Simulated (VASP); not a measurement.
# Zr3Ag (P4/mmm) in VASP: notebook, part 2 of 2

VASP 6.6.1.

**4. Electric field gradients, LDA (20.98 Å³/atom)**

This run uses another cell than the first one, of 20.98 Å³/atom.

INCAR reads:

```
PREC = Accurate ; ENCUT = 520
EDIFF = 1E-8 ; ISMEAR = -1
SIGMA = 0.05 ; LREAL = F
LASPH = T ; NELM = 80
ALGO = Normal ; ISIF = 2
LWAVE = F ; LCHARG = F
LEFG = T ; NBANDS = 32
```

KPOINTS reads:

```
Automatic mesh
0
Gamma
  7 7 8
```

POSCAR reads:

```
Zr3Ag
1.0
    4.5811695466      0.0000000000      0.0000000000
    0.0000000000      4.5811695466      0.0000000000
    0.0000000000      0.0000000000      3.9992426222
Zr Ag
3 1
Direct
    0.5000000000      0.5000000000      0.0000000000
    0.0000000000      0.5000000000      0.5000000000
    0.5000000000      0.0000000000      0.5000000000
    0.0000000000      0.0000000000      0.0000000000
```

Potentials or basis: VASP PAW LDA potentials, release 64 (Zr_sv, Ag).

Command:

```console
$ cat potpaw_LDA.64/Zr_sv/POTCAR potpaw_LDA.64/Ag/POTCAR > POTCAR
$ mpirun -np 1 vasp_std > vasp.out
```

OUTCAR:

```text
PREC = Accurate
   ENCUT = 520
   EDIFF = 1E-8
   ISMEAR = -1
   LREAL = F
   LASPH = T
   NELM = 80
   ISIF = 2

 ion  position               nearest neighbor table
   1  0.500  0.500  0.000-   2 3.04   3 3.04   2 3.04   3 3.04   3 3.04   3 3.04   2 3.04   2 3.04
                             4 3.24   4 3.24   4 3.24   4 3.24
   2  0.000  0.500  0.500-   1 3.04   4 3.04   1 3.04   4 3.04   4 3.04   4 3.04   1 3.04   1 3.04
                             3 3.24   3 3.24   3 3.24   3 3.24
   3  0.500  0.000  0.500-   1 3.04   4 3.04   1 3.04   4 3.04   1 3.04   1 3.04   4 3.04   4 3.04
                             2 3.24   2 3.24   2 3.24   2 3.24
   4  0.000  0.000  0.000-   2 3.04   3 3.04   2 3.04   3 3.04   2 3.04   2 3.04   3 3.04   3 3.04
                             1 3.24   1 3.24   1 3.24   1 3.24

  LATTYP: Found a simple tetragonal cell.
 ALAT       =     4.5811695466
 C/A-ratio  =     0.8729741568

  Lattice vectors:

 A1 = (   4.5811695466,   0.0000000000,   0.0000000000)
 A2 = (   0.0000000000,   4.5811695466,   0.0000000000)
 A3 = (   0.0000000000,   0.0000000000,   3.9992426222)

Analysis of symmetry for initial positions (statically):
=====================================================================
 Subroutine PRICEL returns:
 Original cell was already a primitive cell.

 Routine SETGRP: Setting up the symmetry group for a
 simple tetragonal supercell.

 Subroutine GETGRP returns: Found 16 space group operations
 (whereof 16 operations were pure point group operations)
 out of a pool of 16 trial point group operations.

The static configuration has the point symmetry D_4h.

Analysis of symmetry for dynamics (positions and initial velocities):
=====================================================================
 Subroutine PRICEL returns:
 Original cell was already a primitive cell.

 Routine SETGRP: Setting up the symmetry group for a
 simple tetragonal supercell.

 Subroutine GETGRP returns: Found 16 space group operations
 (whereof 16 operations were pure point group operations)
 out of a pool of 16 trial point group operations.

The dynamic configuration has the point symmetry D_4h.

 Subroutine INISYM returns: Found 16 space group operations
 (whereof 16 operations are pure point group operations),
 and found     1 'primitive' translations

----------------------------------------------------------------------------------------

                                     Primitive cell

  volume of cell :      83.9326

  direct lattice vectors                    reciprocal lattice vectors
     4.581169547  0.000000000  0.000000000     0.218284870  0.000000000  0.000000000
     0.000000000  4.581169547  0.000000000     0.000000000  0.218284870  0.000000000
     0.000000000  0.000000000  3.999242622     0.000000000  0.000000000  0.250047345

  length of vectors
     4.581169547  4.581169547  3.999242622     0.218284870  0.218284870  0.250047345

  position of ions in fractional coordinates (direct lattice)
     0.500000000  0.500000000  0.000000000
     0.000000000  0.500000000  0.500000000
     0.500000000  0.000000000  0.500000000
     0.000000000  0.000000000  0.000000000

[... 94 lines left out ...]
   EFERMI_NEDOS =   21; number of points for ismear=-14 and -15
   IALGO  =     38    algorithm
   IMIX   =      4    mixing-type and parameters
     AMIX     =   0.40;   BMIX     =  1.00
     AMIX_MAG =   1.60;   BMIX_MAG =  1.00
  volume/ion in A,a.u.               =      20.98       141.60
  Fermi-wavevector in a.u.,A,eV,Ry     =   1.349369  2.549937 24.773431  1.820796
  Thomas-Fermi vector in A             =   2.476961
   LORBIT       =      0    0 simple, 1 ext, 2 COOP (PROOUT), +10 PAW based schemes
   GGA     = CA    functional components
   LHFCALC =     F    Hartree Fock is set to
   AEXX    =    0.0000 exact exchange contribution
   IVDW    =     0    specifies the selected vdW correction
   LEPSILON=     F    determine dielectric tensor
   LRPA    =     F    only Hartree local field effects (RPA)
 non-spin polarized calculation
  energy-cutoff  :      520.00
  volume of cell :       83.93
 maximum number of plane-waves:      2283
 NGX is ok and might be reduce to    36
   NGX = 17   NGY = 17   NGZ = 15

 number of electron      46.9999995 magnetization

 Free energy of the ion-electron system (eV)
  ---------------------------------------------------
  ext. energy  EPLUGINS =         0.00000000
  ---------------------------------------------------
  free energy    TOTEN  =       -31.61876827 eV

  energy without entropy =      -31.57171846  energy(sigma->0) =      -31.59524337

 E-fermi :   8.8979     XC(G=0): -11.7119

 val. band max:        8.8938387125   @ k =   0.4286   0.1429   0.3750
 cond. band min:       8.9012140540   @ k =   0.4286   0.2857   0.5000
 fundamental gap:      0.0073753415
 Fermi energy:         8.8979263351

 k-point     1 :       0.0000    0.0000    0.0000
  band No.  band energies     occupation
      1     -39.4172      2.00000
      2     -39.2863      2.00000
      3     -39.0341      2.00000
      4     -17.9703      2.00000
      5     -17.9703      2.00000
      6     -17.8578      2.00000
[... 829 lines left out ...]
     31      12.6835      0.00000
     32      13.1222      0.00000

 [... further k-points ...]

------------------------ aborting loop because EDIFF is reached ----------------------------------------

  FORCE on cell =-STRESS in cart. coord.  units (eV):
  Direction    XX          YY          ZZ          XY          YZ          ZX
  --------------------------------------------------------------------------------------
  -------------------------------------------------------------------------------------
  Total       -3.4465269     -3.4465269     -2.1433087      0.0000000      0.0000000      0.0000000
  in kB      -65.7902857    -65.7902857    -40.9133292      0.0000000      0.0000000      0.0000000
  external PRESSURE =     -57.4979668 kB  Pullay stress =       0.0000000 kB

 VOLUME and BASIS-vectors are now :
 -----------------------------------------------------------------------------
  energy-cutoff  :      520.00
  volume of cell :       83.93
      direct lattice vectors                 reciprocal lattice vectors
     4.581169547  0.000000000  0.000000000     0.218284870  0.000000000  0.000000000
     0.000000000  4.581169547  0.000000000     0.000000000  0.218284870  0.000000000
     0.000000000  0.000000000  3.999242622     0.000000000  0.000000000  0.250047345

 POSITION                                       TOTAL-FORCE (eV/Angst)
 -----------------------------------------------------------------------------------
      2.29058      2.29058      0.00000         0.000000      0.000000      0.000000
      0.00000      2.29058      1.99962         0.000000      0.000000      0.000000
      2.29058      0.00000      1.99962         0.000000      0.000000      0.000000
      0.00000      0.00000      0.00000         0.000000      0.000000      0.000000
 -----------------------------------------------------------------------------------
    total drift:                                0.000000      0.000000      0.000000

  FREE ENERGIE OF THE ION-ELECTRON SYSTEM (eV)
  ---------------------------------------------------
  free  energy   TOTEN  =       -31.6187682722 eV

  energy  without entropy=      -31.5717184603  energy(sigma->0) =      -31.59524337

 Electric field gradients (V/A^2)
---------------------------------------------------------------------
 ion       V_xx      V_yy      V_zz      V_xy      V_xz      V_yz
---------------------------------------------------------------------
   1       7.247     7.247   -14.494    -0.000    -0.000     0.000
   2      36.276   -15.280   -20.996    -0.000     0.000    -0.000
   3     -15.280    36.276   -20.996    -0.000    -0.000    -0.000
   4      -3.876    -3.876     7.751    -0.000     0.000    -0.000
---------------------------------------------------------------------

 Electric field gradients after diagonalization (V/A^2)
 (convention: |V_zz| > |V_xx| > |V_yy|)
----------------------------------------------------------------------
 ion       V_xx      V_yy      V_zz     asymmetry (V_yy - V_xx)/ V_zz
----------------------------------------------------------------------
   1       7.247     7.247   -14.494       0.000
   2     -20.996   -15.280    36.276       0.158
   3     -20.996   -15.280    36.276       0.158
   4      -3.876    -3.876     7.751       0.000
----------------------------------------------------------------------

           NMR quadrupolar parameters

 Cq : quadrupolar parameter    Cq=e*Q*V_zz/h
 eta: asymmetry parameters     (V_yy - V_xx)/ V_zz
 Q  : nuclear electric quadrupole moment in mb (millibarn)
----------------------------------------------------------------------
 ion       Cq(MHz)       eta       Q (mb)
----------------------------------------------------------------------
   1      -0.035       0.000       1.000
   2       0.088       0.158       1.000
   3       0.088       0.158       1.000
   4       0.019       0.000       1.000
----------------------------------------------------------------------
```

stdout:

```text
POSCAR found type information on POSCAR ZrAg
 POSCAR found :  2 types and       4 ions
 scaLAPACK will be used
 LDA part: xc-table for (Slater(with rela. corr.)+CA(PZ))
 , standard interpolation
 POSCAR, INCAR and KPOINTS ok, starting setup
 FFT: planning ... GRIDC
 FFT: planning ... GRID_SOFT
 FFT: planning ... GRID
 WAVECAR not read
 entering main loop
ion   1

ion   2

ion   3

ion   4
```

Wall time 2 min (1 thread of Intel Xeon Platinum 8488C (Sapphire Rapids), shared host); peak memory 0.24 GiB.

Results:

```
Free energy                             : -31.6188 eV
Pressure                                : -5.7 GPa
Band gap on the k mesh                  : zero (an odd number of electrons rules out a gap without spin polarisation)
Largest electric field gradient by atom : Zr -14.5, +36.3 (each value once); Ag +7.8 V/Å²
```

Stress tensor (GPa, compression positive):
```
-6.58  0.00  0.00
 0.00 -6.58  0.00
 0.00  0.00 -4.09
```

Electric field gradients, principal values (V/Å²):
```tsv
atom	least	middle	greatest (by size)
1 Zr	7.247	7.247	-14.494
2 Zr	-15.280	-20.996	36.276
3 Zr	-15.280	-20.996	36.276
4 Ag	-3.876	-3.876	7.751
```

Caveat: the cell stands under tension; without QUAD_EFG the Cq values of the log hold for a quadrupole moment of 1 mb, not for the nuclei.
